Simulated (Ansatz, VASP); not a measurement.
**Two plane-wave programs on ZnCuO**

```
CELL_PARAMETERS angstrom
3.70386 0.00000 0.00000
0.00000 3.70386 0.00000
0.00000 0.00000 5.71488
ATOMIC_POSITIONS crystal
Zn 0.50000 0.00000 0.13832
Zn 0.00000 0.50000 0.86168
Cu 0.50000 0.00000 0.57142
Cu 0.00000 0.50000 0.42858
O 0.50000 0.50000 0.00000
O 0.00000 0.00000 0.00000
```

Change from the starting cell: species swapped into the HoBrO type (P4/nmm, No. 129).

Alike in both runs: functional PBE; k mesh 10 × 10 × 8; occupations gaussian, width 0.1 eV; no spin polarisation.

Ansatz relaxed the structure, and its values are those at the end. VASP's run is a single point on that final structure, the one shown.

```csv
,VASP,Ansatz
version,VASP 6.6.1,Ansatz 0.2.0
potentials or method,"VASP PAW PBE potentials, release 64 (Zn, Cu, O), cutoff 520 eV","scalar-relativistic, plane waves, PAW"
valence electrons in the cell,58,74
```

Ansatz gave:

| Quantity | Value |
| --- | --- |
| gap on the k mesh at the Fermi level (eV) | none |
| pressure (GPa) | 0.0 |
| rms of the force components (eV/Å) | 0.002 |

Task: Which values does VASP return?

Result: gap on the k mesh at the Fermi level (eV): none; pressure (GPa): 0.7; rms of the force components (eV/Å): 0.026.

A gap of «none» marks a metal or a gap that the smearing closes. VASP's potentials hold 58 valence electrons a cell and Ansatz's 74, so a difference there can come from the potentials and not from the codes.
